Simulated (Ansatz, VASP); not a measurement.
Two plane-wave programs on NaF

```
Na F
1.0
     0.00000    2.29724    2.29724
     2.29724    0.00000    2.29724
     2.29724    2.29724    0.00000
Na F
1 1
Direct
  0.00000 0.00000 0.00000
  0.50000 0.50000 0.50000
```

Alike in both runs: task single point; functional HSE06; k mesh 6 × 6 × 6; no spin polarisation.

|  | VASP | Ansatz |
| --- | --- | --- |
| version | VASP 6.6.1 | Ansatz 0.2.0 |
| potentials or method | VASP PAW PBE potentials, release 64 (Na_pv, F) | plane waves, PAW |
| plane-wave cutoff (eV) | 520 | 420 |
| occupations | gaussian, width 0.01 eV | fixed |
| valence electrons in the cell | 14 | 16 |

```csv
,VASP,Ansatz,Ansatz less VASP
gap on the k mesh at the Fermi level (eV),8.60,8.63,+0.031
pressure (GPa),1.6,1.5,-0.14
```

VASP's potentials hold 14 valence electrons a cell and Ansatz's 16, so a difference there can come from the potentials and not from the codes. Ansatz's warnings: stress exchange threshold loose, stress scf threshold loose.
